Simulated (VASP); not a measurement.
# SnO in VASP: single point with PBE+D3(BJ)

Aim: the single point of SnO with PBE+D3(BJ).

All numbers are computed with VASP 6.6.1; they aren't measurements. Logs are shortened: lines on timing, memory, paths and dates and some standing lists are left out, and cuts for length are marked.

## 1. The cell of the first run

The cell holds a slab with vacuum, 8 atoms: a = 3.820 Å, b = 3.820 Å, c = 22.226 Å, α = 90.00°, β = 90.00°, γ = 90.00°.

## 2. Single point, PBE+D3(BJ) (layers slid over each other)

File INCAR:

```
PREC = Accurate
ENCUT = 1000
EDIFF = 1E-6
ISMEAR = 0
SIGMA = 0.05
LREAL = F
LASPH = T
NELM = 120
ALGO = Normal
ISIF = 2
LWAVE = F
LCHARG = F
LDIPOL = T
IDIPOL = 3
DIPOL = 0.5 0.5 0.394
GGA = PE
IVDW = 12
NBANDS = 50
GGA_COMPAT = F
NELMDL = -8
```

File KPOINTS:

```
regular mesh
0
Gamma
  7 7 1
```

File POSCAR:

```
SnO
1.0
    3.8201636883      0.0000000000      0.0000000000
    0.0000000000      3.8201636883      0.0000000000
    0.0000000000      0.0000000000     22.2260802162
Sn O
4 4
Direct
    0.7500000000      0.2500000000      0.2024648501
    0.2500000000      0.7500000000      0.3087831971
    0.7500000000      1.2500000000      0.4797535150
    1.2500000000      0.7500000000      0.5860718620
    0.2500000000      0.2500000000      0.2556240236
    0.7500000000      0.7500000000      0.2556240236
    1.2500000000      1.2500000000      0.5329126885
    0.7500000000      0.7500000000      0.5329126885
```

Potentials or basis: VASP PAW PBE potentials, release 64 (Sn_d, O_h).

Launch:

```
cat potpaw_PBE.64/Sn_d/POTCAR potpaw_PBE.64/O_h/POTCAR > POTCAR
mpirun -np 1 vasp_std > vasp.out
```

OUTCAR:

```text
PREC = Accurate
   ENCUT = 1000
   EDIFF = 1E-6
   ISMEAR = 0
   LREAL = F
   LASPH = T
   NELM = 120
   ISIF = 2
   GGA = PE
   IVDW = 12
   NELMDL = -8
 IVDW          = 12

 ion  position               nearest neighbor table
   1  0.750  0.250  0.202-   5 2.25   6 2.25   6 2.25   5 2.25   2 3.59   2 3.59   2 3.59   2 3.59

   2  0.250  0.750  0.309-   5 2.25   6 2.25   5 2.25   6 2.25   1 3.59   1 3.59   1 3.59   1 3.59

   3  0.750  0.250  0.480-   7 2.25   8 2.25   8 2.25   7 2.25   4 3.59   4 3.59   4 3.59   4 3.59

   4  0.250  0.750  0.586-   7 2.25   8 2.25   7 2.25   8 2.25   3 3.59   3 3.59   3 3.59   3 3.59

   5  0.250  0.250  0.256-   1 2.25   2 2.25   2 2.25   1 2.25
   6  0.750  0.750  0.256-   1 2.25   2 2.25   1 2.25   2 2.25
   7  0.250  0.250  0.533-   3 2.25   4 2.25   4 2.25   3 2.25
   8  0.750  0.750  0.533-   3 2.25   4 2.25   3 2.25   4 2.25

  LATTYP: Found a simple tetragonal cell.
 ALAT       =     3.8201636883
 C/A-ratio  =     5.8180962989

  Lattice vectors:

 A1 = (   3.8201636883,   0.0000000000,   0.0000000000)
 A2 = (   0.0000000000,   3.8201636883,   0.0000000000)
 A3 = (   0.0000000000,   0.0000000000,  22.2260802162)

Analysis of symmetry for initial positions (statically):
=====================================================================
 Subroutine PRICEL returns:
 Original cell was already a primitive cell.

 Routine SETGRP: Setting up the symmetry group for a
 simple tetragonal supercell.

 Subroutine GETGRP returns: Found 16 space group operations
 (whereof  2 operations were pure point group operations)
 out of a pool of 16 trial point group operations.

The static configuration has the point symmetry C_1h.
 The point group associated with its full space group is D_4h.

Analysis of symmetry for dynamics (positions and initial velocities):
=====================================================================
 Subroutine PRICEL returns:
 Original cell was already a primitive cell.

 Routine SETGRP: Setting up the symmetry group for a
 simple tetragonal supercell.

 Subroutine GETGRP returns: Found 16 space group operations
 (whereof  2 operations were pure point group operations)
 out of a pool of 16 trial point group operations.

The dynamic configuration has the point symmetry C_1h.
 The point group associated with its full space group is D_4h.

 Subroutine INISYM returns: Found 16 space group operations
 (whereof  2 operations are pure point group operations),
 and found     1 'primitive' translations

----------------------------------------------------------------------------------------

                                     Primitive cell

  volume of cell :     324.3596

  direct lattice vectors                    reciprocal lattice vectors
     3.820163688  0.000000000  0.000000000     0.261768888  0.000000000  0.000000000
     0.000000000  3.820163688  0.000000000     0.000000000  0.261768888  0.000000000
     0.000000000  0.000000000 22.226080216     0.000000000  0.000000000  0.044992189

  length of vectors
     3.820163688  3.820163688 22.226080216     0.261768888  0.261768888  0.044992189

  position of ions in fractional coordinates (direct lattice)
     0.750000000  0.250000000  0.202464850
     0.250000000  0.750000000  0.308783197
     0.750000000  0.250000000  0.479753515
     0.250000000  0.750000000  0.586071862
     0.250000000  0.250000000  0.255624024
     0.750000000  0.750000000  0.255624024
     0.250000000  0.250000000  0.532912688
     0.750000000  0.750000000  0.532912688

  ion indices of the primitive-cell ions
   primitive index   ion index
                 1           1
                 2           2
                 3           3
                 4           4
                 5           5
                 6           6
                 7           7
                 8           8

----------------------------------------------------------------------------------------

 KPOINTS: regular mesh

Automatic generation of k-mesh.
 Grid dimensions read from file:
 generate k-points for:    7    7    1

 Generating k-lattice:

  Cartesian coordinates                     Fractional coordinates (reciprocal lattice)
     0.037395555  0.000000000  0.000000000     0.142857143  0.000000000  0.000000000
     0.000000000  0.037395555  0.000000000     0.000000000  0.142857143  0.000000000
     0.000000000  0.000000000  0.044992189     0.000000000  0.000000000  1.000000000

  Length of vectors
     0.037395555  0.037395555  0.044992189

  Shift w.r.t. Gamma in fractional coordinates (k-lattice)
     0.000000000  0.000000000  0.000000000

 Subroutine IBZKPT returns following result:
 ===========================================

 Found     10 irreducible k-points:

 Following reciprocal coordinates:
            Coordinates               Weight
  0.000000  0.000000  0.000000      1.000000
  0.142857  0.000000  0.000000      4.000000
  0.285714  0.000000  0.000000      4.000000
  0.428571  0.000000  0.000000      4.000000
  0.142857  0.142857  0.000000      4.000000
  0.285714  0.142857  0.000000      8.000000
  0.428571  0.142857  0.000000      8.000000
  0.285714  0.285714  0.000000      4.000000
  0.428571  0.285714  0.000000      8.000000
  0.428571  0.428571  0.000000      4.000000
   k-points           NKPTS =     10   k-points in BZ     NKDIM =     10   number of bands    NBANDS=     50
   number of dos      NEDOS =    301   number of ions     NIONS =      8
   total plane-waves  NPLWV = 384000
   dimension x,y,z NGX =    40 NGY =   40 NGZ =  240
   dimension x,y,z NGXF=    80 NGYF=   80 NGZF=  480
   ions per type =               4   4
   NGX,Y,Z   is equivalent  to a cutoff of  17.41, 17.41, 17.95 a.u.
   NGXF,Y,Z  is equivalent  to a cutoff of  34.81, 34.81, 35.90 a.u.
 SYSTEM =  unknown system
   PREC   = accura    normal or accurate (medium, high low for compatibility)
   ISTART =      0    job   : 0-new  1-cont  2-samecut
   ICHARG =      2    charge: 1-file 2-atom 10-const
   ISPIN  =      1    spin polarized calculation?
   LNONCOLLINEAR =      F non collinear calculations
   LSORBIT =      F    spin-orbit coupling
   LASPH  =      T    aspherical Exc in radial PAW
   ENCUT  = 1000.0 eV  73.50 Ry    8.57 a.u.   9.85  9.85 57.31*2*pi/ulx,y,z
   NELM   =    120;   NELMIN=  2; NELMDL= -8     # of ELM steps
   EDIFF  = 0.1E-05   stopping-criterion for ELM
   LREAL  =      F    real-space projection
   EDIFFG = 0.1E-04   stopping-criterion for IOM
   NSW    =      0    number of steps for IOM
   IBRION =     -1    ionic relax: 0-MD 1-quasi-New 2-CG
   NFREE  =      0    steps in history (QN), initial steepest desc. (CG)
   ISIF   =      2    stress and relaxation
   ISYM   =      2    0-nonsym 1-usesym 2-fastsym
   POTIM  = 0.5000    time-step for ionic-motion
   TEBEG  =    0.0;   TEEND  =   0.0 temperature during run
   PSTRESS=    0.0 pullay stress
   NELECT =      80.0000    total number of electrons
   NUPDOWN=      -1.0000    fix difference up-down
   EMIN   =  10.00;   EMAX   =-10.00  energy-range for DOS
   EFERMI =   0.00;   METHOD = LEGACY
   ISMEAR =     0;   SIGMA  =   0.05  broadening in eV -4-tet -1-fermi 0-gaus
   EFERMI_NEDOS =   21; number of points for ismear=-14 and -15
   IALGO  =     38    algorithm
   IMIX   =      4    mixing-type and parameters
     AMIX     =   0.40;   BMIX     =  1.00
     AMIX_MAG =   1.60;   BMIX_MAG =  1.00
  volume/ion in A,a.u.               =      40.54       273.61
  Fermi-wavevector in a.u.,A,eV,Ry     =   1.026666  1.940118 14.341129  1.054043
  Thomas-Fermi vector in A             =   2.160571
   LORBIT       =      0    0 simple, 1 ext, 2 COOP (PROOUT), +10 PAW based schemes
   GGA     = PE    functional components
   LHFCALC =     F    Hartree Fock is set to
   AEXX    =    0.0000 exact exchange contribution
   IVDW    =    12    specifies the selected vdW correction
   LEPSILON=     F    determine dielectric tensor
   LRPA    =     F    only Hartree local field effects (RPA)
 non-spin polarized calculation
 Gauss-broadening in eV      SIGMA  =   0.05
  energy-cutoff  :     1000.00
  volume of cell :      324.36
 maximum number of plane-waves:     23352
 NGX is ok and might be reduce to    40
   NGX = 19   NGY = 19   NGZ =115

 dipolmoment           0.000000      0.000000      0.000084 electrons x Angstroem

 number of electron      79.9999988 magnetization

 dipolmoment           0.000000      0.000000     -0.000001 electrons x Angstroem

 Free energy of the ion-electron system (eV)
  ---------------------------------------------------
  ext. energy  EPLUGINS =         0.00000000
  ---------------------------------------------------
  free energy    TOTEN  =       -45.25050676 eV

  energy without entropy =      -45.25050676  energy(sigma->0) =      -45.25050676

 E-fermi :   0.2278     XC(G=0):  -5.2854

 val. band max:       -0.0521442404   @ k =   0.1429   0.0000   0.0000
 cond. band min:       2.4158658089   @ k =   0.4286   0.4286   0.0000
 fundamental gap:      2.4680100493
 Fermi energy:         0.2277673171

 k-point     1 :       0.0000    0.0000    0.0000
  band No.  band energies     occupation
      1     -20.9752      2.00000
      2     -20.9749      2.00000
      3     -20.6151      2.00000
      4     -20.6148      2.00000
      5     -20.5773      2.00000
      6     -20.5773      2.00000
[... 42 lines left out ...]
     49       5.3702      0.00000
     50       5.3702      0.00000

 k-point     2 :       0.1429    0.0000    0.0000
  band No.  band energies     occupation
      1     -20.9662      2.00000
      2     -20.9660      2.00000
      3     -20.6157      2.00000
      4     -20.6154      2.00000
      5     -20.5789      2.00000
      6     -20.5783      2.00000
[... 416 lines left out ...]
 k-point    10 :       0.4286    0.4286    0.0000
  band No.  band energies     occupation
      1     -20.9160      2.00000
      2     -20.9151      2.00000
      3     -20.9021      2.00000
      4     -20.9011      2.00000
      5     -20.5822      2.00000
      6     -20.5822      2.00000
[... 42 lines left out ...]
     49       5.9060      0.00000
     50       6.1824      0.00000

------------------------ aborting loop because EDIFF is reached ----------------------------------------

 vacuum level on the upper side and lower side of the slab       (xc-potential included)        -0.134        -0.134

 Edisp (eV)   -1.27741

 E8    (eV) :    -0.5660

  FORCE on cell =-STRESS in cart. coord.  units (eV):
  Direction    XX          YY          ZZ          XY          YZ          ZX
  --------------------------------------------------------------------------------------
  -------------------------------------------------------------------------------------
  Total       0.16410     0.16410    -0.47866    -0.00000     0.00000     0.00000
  in kB       0.81057     0.81057    -2.36434    -0.00000     0.00000     0.00000
  external pressure =       -0.25 kB  Pullay stress =        0.00 kB

 VOLUME and BASIS-vectors are now :
 -----------------------------------------------------------------------------
  energy-cutoff  :     1000.00
  volume of cell :      324.36
      direct lattice vectors                 reciprocal lattice vectors
     3.820163688  0.000000000  0.000000000     0.261768888  0.000000000  0.000000000
     0.000000000  3.820163688  0.000000000     0.000000000  0.261768888  0.000000000
     0.000000000  0.000000000 22.226080216     0.000000000  0.000000000  0.044992189

 POSITION                                       TOTAL-FORCE (eV/Angst)
 -----------------------------------------------------------------------------------
      2.86512      0.95504      4.50000         0.000000      0.000000     -0.061334
      0.95504      2.86512      6.86304         0.000000      0.000000      0.193055
      2.86512      0.95504     10.66304         0.000000     -0.000000     -0.193055
      0.95504      2.86512     13.02608         0.000000     -0.000000      0.061334
      0.95504      0.95504      5.68152        -0.000000     -0.000000      0.020623
      2.86512      2.86512      5.68152         0.000000     -0.000000      0.020623
      0.95504      0.95504     11.84456        -0.000000     -0.000000     -0.020623
      2.86512      2.86512     11.84456        -0.000000      0.000000     -0.020623
 -----------------------------------------------------------------------------------
    total drift:                               -0.000000      0.000000     -0.000359

  FREE ENERGIE OF THE ION-ELECTRON SYSTEM (eV)
  ---------------------------------------------------
  free  energy   TOTEN  =       -46.5279212023 eV

  energy  without entropy=      -46.5279212023  energy(sigma->0) =      -46.52792120

 vacuum level on the upper side and lower side of the slab         4.902         4.902
```

It took 19 min on 1 thread of Intel Xeon Platinum 8259CL at 2.50GHz (Skylake/Cascade Lake), shared host; peak memory 0.9 GiB.

What came out:

```
Free energy                : -46.5279 eV
Largest force              : 0.193 eV/Å
Band gap on the k mesh     : 2.47 eV (least direct gap 2.52 eV)
Dispersion energy per atom : -0.160 eV
```

Forces on the atoms (eV/Å):
```
Sn   0.000  0.000 -0.061
Sn   0.000  0.000  0.193
Sn   0.000  0.000 -0.193
Sn   0.000  0.000  0.061
O    0.000  0.000  0.021
O    0.000  0.000  0.021
O    0.000  0.000 -0.021
O    0.000  0.000 -0.021
```

Caveat: the cell differs from its parent crystal (layers slid over each other); spin-orbit coupling is left out, which moves the levels of the heavy elements.
